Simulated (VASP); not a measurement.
Cu:

```
Cu
1.0
     0.00000    1.80750    1.80750
     1.80750    0.00000    1.80750
     1.80750    1.80750    0.00000
Cu
1
Direct
  0.00000 0.00000 0.00000
```

```yaml
Program: VASP 6.6.1
Task: relaxation of cell and atoms
Functional: PBEsol
Potentials_or_basis: VASP PAW PBE potentials, release 64 (Cu)
Cutoff: 600 eV
k_mesh: 20 × 20 × 20
Occupations: gaussian, width 0.1 eV
Spin: no spin polarisation
```

At the start: pressure -5.7 GPa; volume 11.81 Å³/atom.

Task: Where does the relaxation end?

Result: Over 3 steps the energy falls by 8.3 meV/atom and the volume is 11.36 Å³/atom (-3.8 %); space group Fm-3m (No. 225, to 0.05 Å).

Step by step:
```csv
step,energy change (eV),largest force (eV/Å),pressure (GPa),volume (Å³)
1,0.0000,0.0000,-5.73,11.81
2,-0.0051,0.0000,4.09,11.10
3,-0.0083,0.0000,0.03,11.36
```

Final structure:
```xyz
1
Lattice="0.0000 1.7844 1.7844 1.7844 0.0000 1.7844 1.7844 1.7844 0.0000" Properties=species:S:1:pos:R:3 pbc="T T T"
Cu    0.0000    0.0000    0.0000
```

Caveat: the PAW data sets were made with another functional, which shifts forces and pressure a little.
